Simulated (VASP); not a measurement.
Wanted: the native input for a VASP 6.6.1 run.

| Quantity | Value |
| --- | --- |
| Task | single point |
| Functional | PBEsol |
| Potentials or basis | VASP PAW PBE potentials, release 64 (Mg, Ge_d, Se) |
| Cutoff | 520 eV |
| k mesh | 8 × 8 × 8 |
| Occupations | fermi-dirac, width 0.03 eV |
| Spin | no spin polarisation |
| Dipole correction | no |
| Further INCAR settings | ALGO = Normal; EDIFF = 1e-06; NBANDS = 27 |

The structure of Mg2GeSe3 lies in POSCAR:

```
Mg2GeSe3
1.0
   -1.7401741667      2.4440802798      7.5635488337
    1.7401741667     -2.4440802798      7.5635488337
    1.7401741667      2.4440802798     -7.5635488337
Mg Ge Se
2 1 3
Direct
    0.8480194724      0.3480194724      0.5000000000
    0.1519805276      0.6519805276      0.5000000000
    0.5000000000      0.0000000000      0.5000000000
    0.0000000000      0.0000000000      0.0000000000
    0.3257810672      0.8257810672      0.5000000000
    0.6742189328      0.1742189328      0.5000000000
```

The input as run:

INCAR

```
ALGO = Normal
EDIFF = 1E-6
ENCUT = 520
GGA = PS
ISIF = 2
ISMEAR = -1
LASPH = True
LCHARG = False
LREAL = False
LWAVE = False
NBANDS = 27
NELM = 80
PREC = Accurate
SIGMA = 0.03
```

KPOINTS

```
k-points
0
Gamma
  8 8 8
```

Potentials or basis: VASP PAW PBE potentials, release 64 (Mg, Ge_d, Se).

Launch:

```bash
$ cat potpaw_PBE.64/Mg/POTCAR potpaw_PBE.64/Ge_d/POTCAR potpaw_PBE.64/Se/POTCAR > POTCAR
$ mpirun -np 1 vasp_std > vasp.out
```

Results of the run:

| Quantity | Value |
| --- | --- |
| Pressure | 0.0 GPa |
| Largest force | 0.012 eV/Å |
| Band gap on the k mesh | zero (bands 18 and 19 overlap by 1.64 eV) |

Caveat: the PAW data sets were made with another functional, which shifts forces and pressure a little.

Wall time 35 min on 1 thread of Intel Xeon 8259CL, on a shared host, peak memory 0.8 GiB.
